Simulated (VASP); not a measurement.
# SrCl2 (Fm-3m) in VASP: notebook

Runs on SrCl2. Level: PBEsol. Tasks: single point.

Everything below comes from runs of VASP 6.6.1. Logs are shortened: lines on timing, memory, paths and dates and some standing lists are left out, and cuts for length are marked.

## Step 1: The cell of the first run

Symmetry: Fm-3m, No. 225, cubic system. Conventional cell: a = 6.995 Å, b = 6.995 Å, c = 6.995 Å, α = 90.00°, β = 90.00°, γ = 90.00°. Sr (site symmetry m-3m) has 8 Cl at 3.03 Å within 4.0 Å. Within 4.0 Å of Cl (site symmetry -43m) lie 4 Sr at 3.03 Å and 6 Cl at 3.50 Å.

## Step 2: Single point, PBEsol

Contents of INCAR:

```
SYSTEM = SrCl2
  PREC = Accurate
  ENCUT = 500
  EDIFF = 1E-6
  ISMEAR = 0
  SIGMA = 0.01
  LREAL = .FALSE.
  LASPH = .TRUE.
  NELM = 120
  ALGO = Normal
  ISIF = 2
  LWAVE = .FALSE.
  LCHARG = .TRUE.
  GGA = PS
  LELF = .TRUE.
  LVHAR = .TRUE.
  NBANDS = 19
  GGA_COMPAT = .FALSE.
```

Contents of KPOINTS:

```
regular mesh
0
G
  4 4 4
  0 0 0
```

Contents of POSCAR:

```
SrCl2
1.0
    0.0000000000      3.4976509413      3.4976509413
    3.4976509413      0.0000000000      3.4976509413
    3.4976509413      3.4976509413      0.0000000000
Sr Cl
1 2
Direct
    0.0000000000      0.0000000000      0.0000000000
    0.2500000000      0.2500000000      0.2500000000
    0.7500000000      0.7500000000      0.7500000000
```

Potentials or basis: VASP PAW PBE potentials, release 64 (Sr_sv, Cl).

On the command line:

```
cat potpaw_PBE.64/Sr_sv/POTCAR potpaw_PBE.64/Cl/POTCAR > POTCAR
mpirun -np 1 vasp_std > vasp.out
```

OUTCAR:

```text
SYSTEM = SrCl2
   PREC = Accurate
   ENCUT = 500
   EDIFF = 1E-6
   ISMEAR = 0
   LREAL = .FALSE.
   LASPH = .TRUE.
   NELM = 120
   ISIF = 2
   GGA = PS

 ion  position               nearest neighbor table
   1  0.000  0.000  0.000-   3 3.03   3 3.03   3 3.03   2 3.03   3 3.03   2 3.03   2 3.03   2 3.03

   2  0.250  0.250  0.250-   1 3.03   1 3.03   1 3.03   1 3.03
   3  0.750  0.750  0.750-   1 3.03   1 3.03   1 3.03   1 3.03

  LATTYP: Found a face centered cubic cell.
 ALAT       =     6.9953018826

  Lattice vectors:

 A1 = (   0.0000000000,   3.4976509413,   3.4976509413)
 A2 = (   3.4976509413,   0.0000000000,   3.4976509413)
 A3 = (   3.4976509413,   3.4976509413,   0.0000000000)

Analysis of symmetry for initial positions (statically):
=====================================================================
 Subroutine PRICEL returns:
 Original cell was already a primitive cell.

 Routine SETGRP: Setting up the symmetry group for a
 face centered cubic supercell.

 Subroutine GETGRP returns: Found 48 space group operations
 (whereof 48 operations were pure point group operations)
 out of a pool of 48 trial point group operations.

The static configuration has the point symmetry O_h .

Analysis of symmetry for dynamics (positions and initial velocities):
=====================================================================
 Subroutine PRICEL returns:
 Original cell was already a primitive cell.

 Routine SETGRP: Setting up the symmetry group for a
 face centered cubic supercell.

 Subroutine GETGRP returns: Found 48 space group operations
 (whereof 48 operations were pure point group operations)
 out of a pool of 48 trial point group operations.

The dynamic configuration has the point symmetry O_h .

 Subroutine INISYM returns: Found 48 space group operations
 (whereof 48 operations are pure point group operations),
 and found     1 'primitive' translations

----------------------------------------------------------------------------------------

                                     Primitive cell

  volume of cell :      85.5775

  direct lattice vectors                    reciprocal lattice vectors
     0.000000000  3.497650941  3.497650941    -0.142953087  0.142953087  0.142953087
     3.497650941  0.000000000  3.497650941     0.142953087 -0.142953087  0.142953087
     3.497650941  3.497650941  0.000000000     0.142953087  0.142953087 -0.142953087

  length of vectors
     4.946425398  4.946425398  4.946425398     0.247602010  0.247602010  0.247602010

  position of ions in fractional coordinates (direct lattice)
     0.000000000  0.000000000  0.000000000
     0.250000000  0.250000000  0.250000000
[... 64 lines left out ...]
   EDIFFG = 0.1E-04   stopping-criterion for IOM
   NSW    =      0    number of steps for IOM
   IBRION =     -1    ionic relax: 0-MD 1-quasi-New 2-CG
   NFREE  =      0    steps in history (QN), initial steepest desc. (CG)
   ISIF   =      2    stress and relaxation
   ISYM   =      2    0-nonsym 1-usesym 2-fastsym
   POTIM  = 0.5000    time-step for ionic-motion
   TEBEG  =    0.0;   TEEND  =   0.0 temperature during run
   PSTRESS=    0.0 pullay stress
   NELECT =      24.0000    total number of electrons
   NUPDOWN=      -1.0000    fix difference up-down
   EMIN   =  10.00;   EMAX   =-10.00  energy-range for DOS
   EFERMI =   0.00;   METHOD = LEGACY
   ISMEAR =     0;   SIGMA  =   0.01  broadening in eV -4-tet -1-fermi 0-gaus
   EFERMI_NEDOS =   21; number of points for ismear=-14 and -15
   IALGO  =     38    algorithm
   IMIX   =      4    mixing-type and parameters
     AMIX     =   0.40;   BMIX     =  1.00
     AMIX_MAG =   1.60;   BMIX_MAG =  1.00
  volume/ion in A,a.u.               =      28.53       192.50
  Fermi-wavevector in a.u.,A,eV,Ry     =   1.071582  2.024997 15.623409  1.148288
  Thomas-Fermi vector in A             =   2.207327
   LORBIT       =      0    0 simple, 1 ext, 2 COOP (PROOUT), +10 PAW based schemes
   GGA     = PS    functional components
   LHFCALC =     F    Hartree Fock is set to
   AEXX    =    0.0000 exact exchange contribution
   IVDW    =     0    specifies the selected vdW correction
   LEPSILON=     F    determine dielectric tensor
   LRPA    =     F    only Hartree local field effects (RPA)
 non-spin polarized calculation
 Gauss-broadening in eV      SIGMA  =   0.01
  energy-cutoff  :      500.00
  volume of cell :       85.58
 maximum number of plane-waves:      2200
   NGX = 17   NGY = 17   NGZ = 17

 number of electron      24.0000002 magnetization

 Free energy of the ion-electron system (eV)
  ---------------------------------------------------
  ext. energy  EPLUGINS =         0.00000000
  ---------------------------------------------------
  free energy    TOTEN  =       -13.33227653 eV

  energy without entropy =      -13.33227653  energy(sigma->0) =      -13.33227653

 E-fermi :   0.0796     XC(G=0):  -8.4554

 val. band max:        0.0316498043   @ k =   0.5000   0.5000   0.0000
 cond. band min:       5.1357147987   @ k =   0.0000   0.0000   0.0000
 fundamental gap:      5.1040649944
 Fermi energy:         0.0796428020

 k-point     1 :       0.0000    0.0000    0.0000
  band No.  band energies     occupation
      1     -32.7950      2.00000
      2     -14.8073      2.00000
      3     -14.8073      2.00000
      4     -14.8073      2.00000
      5     -13.2402      2.00000
      6     -12.3890      2.00000
[... 153 lines left out ...]
      6     -12.5781      2.00000
[... 11 lines left out ...]
     18       9.3254      0.00000
     19      10.5467      0.00000

------------------------ aborting loop because EDIFF is reached ----------------------------------------

  FORCE on cell =-STRESS in cart. coord.  units (eV):
  Direction    XX          YY          ZZ          XY          YZ          ZX
  --------------------------------------------------------------------------------------
  -------------------------------------------------------------------------------------
  Total       -0.6519183     -0.6519183     -0.6519183     -0.0000000     -0.0000000     -0.0000000
  in kB      -12.2051844    -12.2051844    -12.2051844     -0.0000000     -0.0000000     -0.0000000
  external PRESSURE =     -12.2051844 kB  Pullay stress =       0.0000000 kB

 VOLUME and BASIS-vectors are now :
 -----------------------------------------------------------------------------
  energy-cutoff  :      500.00
  volume of cell :       85.58
      direct lattice vectors                 reciprocal lattice vectors
     0.000000000  3.497650941  3.497650941    -0.142953087  0.142953087  0.142953087
     3.497650941  0.000000000  3.497650941     0.142953087 -0.142953087  0.142953087
     3.497650941  3.497650941  0.000000000     0.142953087  0.142953087 -0.142953087

 POSITION                                       TOTAL-FORCE (eV/Angst)
 -----------------------------------------------------------------------------------
      0.00000      0.00000      0.00000         0.000000      0.000000      0.000000
      1.74883      1.74883      1.74883        -0.000000     -0.000000     -0.000000
      5.24648      5.24648      5.24648         0.000000      0.000000      0.000000
 -----------------------------------------------------------------------------------
    total drift:                                0.000000      0.000000      0.000000

  FREE ENERGIE OF THE ION-ELECTRON SYSTEM (eV)
  ---------------------------------------------------
  free  energy   TOTEN  =       -13.3322765285 eV

  energy  without entropy=      -13.3322765285  energy(sigma->0) =      -13.33227653
```

It took 28 s on 1 thread of Intel Xeon 8259CL, shared host; peak memory 0.21 GiB.

Results:

```yaml
Free_energy: -13.3323 eV
Pressure: -1.2 GPa
Band_gap_on_the_k_mesh: 5.10 eV, indirect (least direct gap 5.36 eV)
```

Caveat: the PAW data sets were made with another functional, which shifts forces and pressure a little. A k mesh can miss the band edges.

## Step 3: Single point, PBEsol

Contents of INCAR:

```
SYSTEM = SrCl2
PREC = Accurate
ENCUT = 500
EDIFF = 1E-6
ISMEAR = -5
SIGMA = 0.1
LREAL = .False.
LASPH = .True.
NELM = 120
ALGO = Normal
ISIF = 2
LWAVE = .False.
LCHARG = .True.
GGA = PS
LELF = .True.
LVHAR = .True.
NBANDS = 19
GGA_COMPAT = .False.
```

Contents of KPOINTS:

```
Automatic mesh
0
Gamma
  4 4 4
  0 0 0
```

POSCAR is that of step 2.

Potentials or basis: VASP PAW PBE potentials, release 64 (Sr_sv, Cl).

On the command line:

```
cat potpaw_PBE.64/Sr_sv/POTCAR potpaw_PBE.64/Cl/POTCAR > POTCAR
mpirun -np 1 vasp_std > vasp.out
```

It took 26 s on 1 thread of Intel Xeon 8259CL, shared host; peak memory 0.2 GiB.

Results (log left out):

* Free energy: -13.3323 eV
* Pressure: -1.2 GPa
* Band gap on the k mesh: 5.10 eV, indirect (least direct gap 5.36 eV)

Levels at points of the mesh, in eV from the valence-band top:
```
           k point  band 9  band 10  band 11  band 12  band 13  band 14  band 15  band 16
(0.00, 0.00, 0.00)   -2.14    -0.34    -0.34    -0.34     5.10     5.98     5.98     8.86
(0.50, 0.00, 0.00)   -1.52    -1.33    -1.06    -1.06     6.60     6.60     7.39     7.70
(0.50, 0.50, 0.00)   -1.89    -0.41    -0.41     0.00     5.36     6.91     7.50     7.92
```

Caveat: the PAW data sets were made with another functional, which shifts forces and pressure a little.

(Part 1 of 2 ends here.)
